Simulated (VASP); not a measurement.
# Hf2S: single point with PBEsol

The system is Hf2S.

```
Hf S
1.0
     3.17812    0.00000    0.00000
    -1.58906    2.75233    0.00000
     0.00000    0.00000   11.38121
Hf S
4 2
Cartesian
  1.5891 0.9174 10.2429
  0.0000 1.8349 4.5523
  1.5891 0.9174 6.8289
  0.0000 1.8349 1.1383
  0.0000 0.0000 8.5359
  0.0000 0.0000 2.8453
```

```
Program                : VASP 6.6.1
Task                   : single point
Functional             : PBEsol
Potentials or basis    : VASP PAW PBE potentials, release 64 (Hf_pv, S)
Cutoff                 : 520 eV
k mesh                 : 12 × 12 × 4
Occupations            : gaussian, width 0.1 eV
Spin                   : no spin polarisation
Dipole correction      : no
Further INCAR settings : ALGO = Normal; EDIFF = 1e-07; NBANDS = 35
```

| Item | Value |
| --- | --- |
| Pressure | 22.6 GPa |
| Largest force | 0.009 eV/Å |
| Band gap on the k mesh | zero (bands 26 and 27 overlap by 1.03 eV) |

Forces in eV/Å, atoms in the order of the input:
```
Hf   0.000  0.000 -0.009
Hf   0.000  0.000 -0.009
Hf   0.000  0.000  0.009
Hf   0.000  0.000  0.009
S    0.000  0.000  0.000
S    0.000  0.000  0.000
```

Stress tensor (GPa, compression positive):
```
22.50  0.00  0.00
 0.00 22.50  0.00
 0.00  0.00 22.77
```

Levels at points of the mesh, in eV from the Fermi level:
```
           k point  band 24  band 25  band 26  band 27  band 28  band 29
(0.00, 0.00, 0.00)    -0.28    -0.04     0.59     0.59     0.67     0.67
(0.50, 0.00, 0.00)    -1.45    -1.08    -0.56    -0.43     1.00     1.09
(0.00, 0.00, 0.50)    -1.12     0.51     0.51     0.51     0.51     1.46
(0.50, 0.00, 0.50)    -1.94    -0.68    -0.68     0.37     0.37     1.71
```

Run time: 4.9 min on 1 thread of Intel Xeon 8259CL (shared host), peak memory 0.31 GiB.

Caveat: the cell stands under pressure; the PAW data sets were made with another functional, which shifts forces and pressure a little; spin-orbit coupling is left out, which moves the levels of the heavy elements.
